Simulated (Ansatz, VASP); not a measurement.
**MnGa4 in VASP and in Ansatz**

INCAR

```
SYSTEM = MnGa4
PREC = Accurate
ENCUT = 520
EDIFF = 1E-7
ISMEAR = -1
SIGMA = 0.05
LREAL = .FALSE.
LASPH = .TRUE.
NELM = 150
ALGO = Normal
ISIF = 2
LWAVE = .FALSE.
LCHARG = .TRUE.
ISPIN = 2
MAGMOM = 5.2 0 0 0 0
LORBIT = 11
LMAXMIX = 4
GGA = CA
LELF = .TRUE.
LVHAR = .TRUE.
NBANDS = 44
```

KPOINTS

```
regular mesh
0
G
  6 6 6
  0 0 0
```

POSCAR

```
MnGa4
1.0
   -2.7718640000      2.7718640000      2.7718640000
    2.7718640000     -2.7718640000      2.7718640000
    2.7718640000      2.7718640000     -2.7718640000
Mn Ga
1 4
Direct
    0.0000000000      0.0000000000      0.0000000000
    0.0000000000      0.0000000000      0.5000000000
    0.0000000000      0.5000000000      0.0000000000
    0.5000000000      0.0000000000      0.0000000000
    0.5000000000      0.5000000000      0.5000000000
```

Input for Ansatz:

```yaml
crystal:
  lattice:
    - [-2.771864, 2.771864, 2.771864]
    - [2.771864, -2.771864, 2.771864]
    - [2.771864, 2.771864, -2.771864]
  atoms:
    - { symbol: Mn, position: [0.0, 0.0, 0.0] }
    - { symbol: Ga, position: [0.0, 0.0, 0.5] }
    - { symbol: Ga, position: [0.0, 0.5, 0.0] }
    - { symbol: Ga, position: [0.5, 0.0, 0.0] }
    - { symbol: Ga, position: [0.5, 0.5, 0.5] }
basis:
  ecutwfc: 510.0
kpoints:
  mp_grid:
    grid: [6, 6, 6]
hamiltonian:
  xc: lda
magnetization:
  spin_polarized: true
  per_species:
    Mn: 5.2
scf:
  n_extra_bands: 16
  occupations:
    method: fermi_dirac
    width: 0.05
output:
  dos:
    de: 0.1
    method:
      smearing:
        sigma: 0.15
    projected: true
```

Alike in both runs: task single point; functional LDA; k mesh 6 × 6 × 6; occupations fermi-dirac, width 0.05 eV; collinear spin.

```csv
,VASP,Ansatz
version,VASP 6.6.1,Ansatz 0.2.0
potentials or method,"VASP PAW LDA potentials, release 64 (Mn_pv, Ga_d), cutoff 520 eV","plane waves, PAW"
valence electrons in the cell,65,67
```

Ansatz gave:

- gap on the k mesh at the Fermi level (eV): none
- net moment per atom (μB): 0.07
- size of the moment on the site where the two differ most (μB): 0.40

Question: What did VASP give for the same quantities?

Answer: gap on the k mesh at the Fermi level (eV): none; net moment per atom (μB): 0.07; size of the moment on the site where the two differ most (μB): 0.37.

LDA's correlation is that of Perdew and Zunger in VASP and of Perdew and Wang (1992) in Ansatz. Site moments also hang on the region over which each program counts them. A gap of «none» marks a metal or a gap that the smearing closes. VASP's potentials hold 65 valence electrons a cell and Ansatz's 67, so a difference there can come from the potentials and not from the codes. Ansatz's warnings: given moment on shells, seeded moment not kept.
